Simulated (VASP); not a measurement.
Wanted: the native input for a VASP 6.6.1 run.

```
Task                   : single point
Functional             : PBE
Potentials or basis    : VASP PAW PBE potentials, release 64 (Ti_sv, Co)
Cutoff                 : 520 eV
k mesh                 : 16 × 16 × 16
Occupations            : gaussian, width 0.05 eV
Spin                   : no spin polarisation
Dipole correction      : no
Further INCAR settings : ALGO = Fast; EDIFF = 1e-06; NBANDS = 18
```

The structure of TiCo lies in POSCAR:

```
TiCo
1.0
    2.9314814870      0.0000000000      0.0000000000
    0.0000000000      2.9314814870      0.0000000000
    0.0000000000      0.0000000000      2.9314814870
Ti Co
1 1
Direct
    0.0000000000      0.0000000000      0.0000000000
    0.5000000000      0.5000000000      0.5000000000
```

This cell differs from its parent crystal: volume scaled by 0.960.

One way to write it, as run:

INCAR

```
SYSTEM = TiCo
PREC     = Accurate       ! precision mode
ENCUT    = 520            ! plane-wave cutoff, eV
EDIFF    = 1E-6           ! SCF threshold, eV
ISMEAR   = 0              ! smearing method
SIGMA    = 0.05           ! smearing width, eV
LREAL    = .False.        ! projectors in reciprocal space
LASPH    = .True.         ! aspherical terms in the spheres
NELM     = 80             ! most SCF steps
ALGO     = Fast           ! electronic algorithm
ISIF     = 2              ! what is computed and relaxed
LWAVE    = .False.        ! write WAVECAR
LCHARG   = .False.        ! write CHGCAR
GGA      = PE             ! functional
NBANDS   = 18             ! bands
```

KPOINTS

```
regular mesh
0
Gamma
  16 16 16
  0 0 0
```

Potentials or basis: VASP PAW PBE potentials, release 64 (Ti_sv, Co).

Launch:

```sh
$ cat potpaw_PBE.64/Ti_sv/POTCAR potpaw_PBE.64/Co/POTCAR > POTCAR
$ mpirun -np 1 vasp_std > vasp.out
```

Results of the run:

The pressure is 7.3 GPa.

It took 5.3 min on 1 thread of AMD EPYC 7R13 (shared host), peak memory 0.17 GiB.
